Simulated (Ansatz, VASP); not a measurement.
# Cs4I in VASP and in Ansatz

```
Cs I
1.0
     0.00000    7.83398    0.00000
     0.00000    0.00000    7.83398
    15.66796    0.00000    0.00000
Cs I
8 2
Direct
  0.50000 0.50000 0.25000
  0.50000 0.50000 0.75000
  0.00000 0.00000 0.25000
  0.00000 0.00000 0.75000
  0.50000 0.00000 0.00000
  0.50000 0.00000 0.50000
  0.00000 0.50000 0.00000
  0.00000 0.50000 0.50000
  0.00000 0.00000 0.00000
  0.00000 0.00000 0.50000
```

Alike in both runs: task single point; functional PBE; k mesh 4 × 4 × 2; occupations gaussian, width 0.2 eV; no spin polarisation.

|  | VASP | Ansatz |
| --- | --- | --- |
| version | VASP 6.6.1 | Ansatz 0.2.0 |
| potentials or method | VASP PAW PBE potentials, release 64 (Cs_sv, I), cutoff 520 eV | scalar-relativistic, plane waves, PAW |
| valence electrons in the cell | 86 | 106 |

```csv
,VASP,Ansatz,Ansatz less VASP
gap on the k mesh at the Fermi level (eV),none,none,-
pressure (GPa),0.0,0.0,0.00
```

A gap of «none» marks a metal or a gap that the smearing closes. VASP's potentials hold 86 valence electrons a cell and Ansatz's 106, so a difference there can come from the potentials and not from the codes.

Neither program's run includes spin-orbit coupling.
